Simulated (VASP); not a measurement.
Set up this calculation in VASP 6.6.1, as the native input.

```
Task                   : single point
Functional             : r2SCAN
Potentials or basis    : VASP PAW PBE potentials, release 64 (Pt, Se)
Cutoff                 : 520 eV
k mesh                 : 6 × 6 × 6
Occupations            : fermi-dirac, width 0.02 eV
Spin                   : no spin polarisation
Dipole correction      : no
Further INCAR settings : ALGO = Normal; EDIFF = 1e-07; NBANDS = 18
```

Crystal: PtSe2.

```
CELL_PARAMETERS angstrom
1.82050 1.05106 5.48450
-1.82050 1.05106 5.48450
0.00000 -2.10213 5.48450
ATOMIC_POSITIONS crystal
Pt 0.99924 0.99924 0.99924
Se 0.42198 0.42198 0.42198
Se 0.24545 0.24545 0.24545
```

The input as run:

POSCAR

```
PtSe2
1.0
    1.8204971913      1.0510645434      5.4845021447
   -1.8204971913      1.0510645434      5.4845021447
    0.0000000000     -2.1021290869      5.4845021447
Pt Se
1 2
Direct
   -0.0007636735     -0.0007636735     -0.0007636735
    0.4219829424      0.4219829424      0.4219829424
    0.2454473977      0.2454473977      0.2454473977
```

INCAR.step1

```
PREC = Accurate
ENCUT = 520
ISMEAR = -1
SIGMA = 0.02
LREAL = False
LASPH = True
NELM = 100
NBANDS = 18
GGA = PE
ALGO = Normal
EDIFF = 1E-4
LWAVE = True
LCHARG = False
```

INCAR.step2

```
PREC = Accurate
ENCUT = 520
EDIFF = 1E-7
ISMEAR = -1
SIGMA = 0.02
LREAL = False
LASPH = True
NELM = 100
ALGO = Normal
ISIF = 2
LWAVE = False
LCHARG = False
METAGGA = R2SCAN
LMIXTAU = True
NBANDS = 18
ISTART = 1
```

KPOINTS

```
Automatic mesh
0
Gamma
  6 6 6
```

Potentials or basis: VASP PAW PBE potentials, release 64 (Pt, Se).

The run is started by

```console
$ cat potpaw_PBE.64/Pt/POTCAR potpaw_PBE.64/Se/POTCAR > POTCAR
$ cp INCAR.step1 INCAR
$ mpirun -np 1 vasp_std > vasp.out
$ cp INCAR.step2 INCAR
$ mpirun -np 1 vasp_std > vasp.out
```

Results of the run:

```
Pressure               : 1.5 GPa
Largest force          : 0.087 eV/Å
Band gap on the k mesh : zero (band 11 reaches 6.54 eV, above the bottom of band 12 at 5.76 eV)
```

Caveat: the PAW data sets were made with another functional, which shifts forces and pressure a little; spin-orbit coupling is left out, which moves the levels of the heavy elements.

Run time: 3.3 min on 1 thread of Intel(R) Xeon(R) 6975P-C (Granite Rapids), on a shared host, peak memory 0.37 GiB.
